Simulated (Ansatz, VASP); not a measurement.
## ZnCu in VASP and in Ansatz

The input INCAR:

```
PREC     = Accurate       # precision mode
ENCUT    = 520            # plane-wave cutoff, eV
EDIFF    = 1E-6           # SCF threshold, eV
ISMEAR   = 0              # smearing method
SIGMA    = 0.05           # smearing width, eV
LREAL    = False          # projectors in reciprocal space
LASPH    = True           # aspherical terms in the spheres
NELM     = 80             # most SCF steps
ALGO     = Normal         # electronic algorithm
ISIF     = 2              # what is computed and relaxed
LWAVE    = False          # write WAVECAR
LCHARG   = False          # write CHGCAR
GGA      = PE             # functional
NBANDS   = 18             # bands
```

The input KPOINTS:

```
Automatic mesh
0
Gamma
  12 12 12
```

File POSCAR:

```
ZnCu
1.0
    2.9453245340      0.0000000000      0.0000000000
    0.0000000000      2.9453245340      0.0000000000
    0.0000000000      0.0000000000      2.9453245340
Zn Cu
1 1
Direct
    0.5000000000      0.5000000000      0.5000000000
    0.0000000000      0.0000000000      0.0000000000
```

Input for Ansatz:

```yaml
crystal:
  lattice:
    - [2.945324534, 0.0, 0.0]
    - [0.0, 2.945324534, 0.0]
    - [0.0, 0.0, 2.945324534]
  atoms:
    - { symbol: Zn, position: [0.5, 0.5, 0.5] }
    - { symbol: Cu, position: [0.0, 0.0, 0.0] }
basis:
  ecutwfc: 420
  ecutrho_ratio: 4
kpoints:
  mp_grid: { grid: [12, 12, 12] }
hamiltonian:
  xc: pbe
scf:
  occupations: { method: gaussian, width: 0.05 }
output:
  forces: true
  stress: true
  eigenvalues: true
```

Alike in both runs: task single point; functional PBE; k mesh 12 × 12 × 12; occupations gaussian, width 0.05 eV; no spin polarisation.

|  | VASP | Ansatz |
| --- | --- | --- |
| version | VASP 6.6.1 | Ansatz 0.2.0 |
| potentials or method | VASP PAW PBE potentials, release 64 (Zn, Cu), cutoff 520 eV | scalar-relativistic, plane waves, PAW |
| valence electrons in the cell | 23 | 31 |

Ansatz gave:

* gap on the k mesh at the Fermi level (eV): none
* pressure (GPa): 2.4

Q: What did VASP give for the same quantities?

A: gap on the k mesh at the Fermi level (eV): none; pressure (GPa): 2.9.

A gap of «none» marks a metal or a gap that the smearing closes. With one functional, cell and mesh, what is left measures potentials, basis and numerics. VASP's potentials hold 23 valence electrons a cell and Ansatz's 31, so a difference there can come from the potentials and not from the codes.
